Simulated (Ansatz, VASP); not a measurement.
## One calculation of LuH3NCl3, two programs

File INCAR:

```
SYSTEM = LuH3NCl3
PREC = Accurate ; ENCUT = 520
EDIFF = 1E-6 ; ISMEAR = 0
SIGMA = 0.01 ; LREAL = .FALSE.
LASPH = .TRUE. ; NELM = 100
ALGO = Normal ; ISIF = 2
LWAVE = .FALSE. ; LCHARG = .FALSE.
GGA = PE ; NBANDS = 37
```

Contents of KPOINTS:

```
regular mesh
0
G
  1 1 1
  0 0 0
```

The input POSCAR:

```
LuH3NCl3
1.0
   12.1100000000      0.0000000000      0.0000000000
    0.0000000000     12.1100000000      0.0000000000
    0.0000000000      0.0000000000     12.1100000000
Lu Cl N H
1 3 1 3
Direct
    0.5356284100      0.4643311300      0.5356284100
    0.6283658100      0.6177605300      0.6283658100
    0.3821990100      0.3715937200      0.6283658100
    0.6283658100      0.3715937200      0.3821990100
    0.4220759700      0.5778835700      0.4220759700
    0.3715937200      0.6283658100      0.4674327000
    0.4674327000      0.6283658100      0.3715937200
    0.3715937200      0.5325268400      0.3715937200
```

Input for Ansatz:

```yaml
crystal:
  lattice:
    - [12.11, 0.0, 0.0]
    - [0.0, 12.11, 0.0]
    - [0.0, 0.0, 12.11]
  atoms:
    - { symbol: Lu, position: [0.53562841, 0.46433113, 0.53562841] }
    - { symbol: Cl, position: [0.62836581, 0.61776053, 0.62836581] }
    - { symbol: Cl, position: [0.38219901, 0.37159372, 0.62836581] }
    - { symbol: Cl, position: [0.62836581, 0.37159372, 0.38219901] }
    - { symbol: "N", position: [0.42207597, 0.57788357, 0.42207597] }
    - { symbol: H, position: [0.37159372, 0.62836581, 0.4674327] }
    - { symbol: H, position: [0.4674327, 0.62836581, 0.37159372] }
    - { symbol: H, position: [0.37159372, 0.53252684, 0.37159372] }
basis:
  ecutwfc: 420
  ecutrho_ratio: 4
kpoints:
  mp_grid: { grid: [1, 1, 1] }
hamiltonian:
  xc: pbe
scf:
  occupations: { method: gaussian, width: 0.01 }
output:
  forces: true
  eigenvalues: true
  populations: true
  hubbard: { sites: [{ species: Lu, l: f }] }
```

Alike in both runs: task single point; functional PBE; k mesh 1 × 1 × 1; occupations gaussian, width 0.01 eV; no spin polarisation.

```csv
,VASP,Ansatz
version,VASP 6.6.1,Ansatz 0.2.0
potentials or method,"VASP PAW PBE potentials, release 64 (Lu, Cl, N, H), cutoff 520 eV","scalar-relativistic, plane waves, PAW"
valence electrons in the cell,54,54
```

```tsv
	VASP	Ansatz	Ansatz less VASP
gap on the k mesh at the Fermi level (eV)	5.13	5.12	-0.005
rms of the force components (eV/Å)	0.089	0.104	+0.0146
```

Atom by atom the forces differ by 0.022 eV/Å (rms over components). The functional is the same, so the differences come from potentials, cutoffs and numerics.

Spin-orbit coupling is off throughout.
